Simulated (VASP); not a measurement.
Input of a VASP 6.6.1 run:

The input INCAR:

```
ALGO = Normal
EDIFF = 1E-7
ENCUT = 520
GGA = PE
ISIF = 2
ISMEAR = 1
LASPH = True
LCHARG = False
LREAL = Auto
LWAVE = False
NBANDS = 105
NELM = 80
PREC = Accurate
SIGMA = 0.1
```

The input KPOINTS:

```
k-points
0
Gamma
  4 4 4
```

POSCAR

```
Cu16O
1.0
   -3.6303500600      3.6303500600      3.6303500600
    3.6303500600     -3.6303500600      3.6303500600
    3.6303500600      3.6303500600     -3.6303500600
Cu O
16 1
Direct
   -0.0056860908     -0.0089003814     -0.0079584612
    0.0123770433      0.2469047021      0.7519964893
   -0.0060974836      0.4957571502      0.4967554010
    0.0124149185      0.7506594281      0.2473673296
    0.2495427397      0.0095249768      0.7518874089
    0.2422346290      0.2387521825      0.4911467133
    0.2426662678      0.4901067309      0.2403400459
    0.2491077954      0.7506086066      0.0103338519
    0.4992482736     -0.0091813460      0.4970117124
    0.4932284684      0.2382701353      0.2394394440
    0.4991794097      0.4959604364     -0.0080444033
    0.4607711302      0.7671043987      0.7687137477
    0.7541599170      0.0092053106      0.2475736458
    0.7542389728      0.2466760740      0.0099794784
    0.7694238720      0.4580729055      0.7669852642
    0.7708175393      0.7667768821      0.4591174329
    0.6163565395      0.6145301316      0.6145750308
```

Potentials or basis: VASP PAW PBE potentials, release 64 (Cu, O).

Run with:

```bash
$ cat potpaw_PBE.64/Cu/POTCAR potpaw_PBE.64/O/POTCAR > POTCAR
$ mpirun -np 1 vasp_std > vasp.out
```

Task: What does it give for the largest force?

Result: 0.324 eV/Å.

Task: Predict the pressure.

Result: 10.8 GPa.

Stress tensor (GPa, compression positive):
```
10.85 -2.21 -2.26
-2.21 10.79 -2.19
-2.26 -2.19 10.85
```
